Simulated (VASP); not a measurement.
Input of a VASP 6.6.1 run:

The input INCAR:

```
ALGO = Normal
EDIFF = 1E-7
ENCUT = 520
GGA = PE
ISIF = 2
ISMEAR = -1
LASPH = T
LCHARG = F
LREAL = F
LWAVE = F
NBANDS = 41
NELM = 100
PREC = Accurate
SIGMA = 0.05
```

Contents of KPOINTS:

```
k-points
0
Gamma
  7 7 3
```

File POSCAR:

```
BaTaCuO5
1.0
    3.8053350000      0.0000000000      0.0000000000
    0.0000000000      3.8053350000      0.0000000000
    0.0000000000      0.0000000000      9.1728540000
Ta Ba Cu O
1 1 1 5
Direct
    0.0000000000      0.0000000000      0.7083950000
    0.5000000000      0.5000000000      0.0293030000
    0.0000000000      0.0000000000      0.2753060000
    0.0000000000      0.0000000000      0.9122970000
    0.0000000000      0.5000000000      0.2356750000
    0.5000000000      0.0000000000      0.2356750000
    0.0000000000      0.5000000000      0.6636100000
    0.5000000000      0.0000000000      0.6636100000
```

Potentials or basis: VASP PAW PBE potentials, release 64 (Ta_pv, Ba_sv, Cu, O).

Command:

```bash
$ cat potpaw_PBE.64/Ta_pv/POTCAR potpaw_PBE.64/Ba_sv/POTCAR potpaw_PBE.64/Cu/POTCAR potpaw_PBE.64/O/POTCAR > POTCAR
$ mpirun -np 1 vasp_std > vasp.out
```

Question: What does it give for the largest force?

Answer: 0.130 eV/Å.

Question: Predict the pressure.

Answer: -0.3 GPa.

Question: What does it give for the band gap on the k mesh?

Answer: Zero (bands 31 and 32 overlap by 0.59 eV).

Forces in eV/Å, atoms in the order of the input:
```
Ta   0.000  0.000  0.130
Ba   0.000  0.000  0.065
Cu   0.000  0.000 -0.018
O    0.000  0.000 -0.122
O    0.000  0.000 -0.079
O    0.000  0.000 -0.079
O    0.000  0.000  0.052
O    0.000  0.000  0.052
```

Caveat: spin-orbit coupling is left out, which moves the levels of the heavy elements; semilocal functionals often make such compounds metallic where correlation or magnetic order opens a gap, which also shifts bond lengths. With open d or f shells a metallic result of PBE can be an artefact of self-interaction; +U or a hybrid may open a gap.
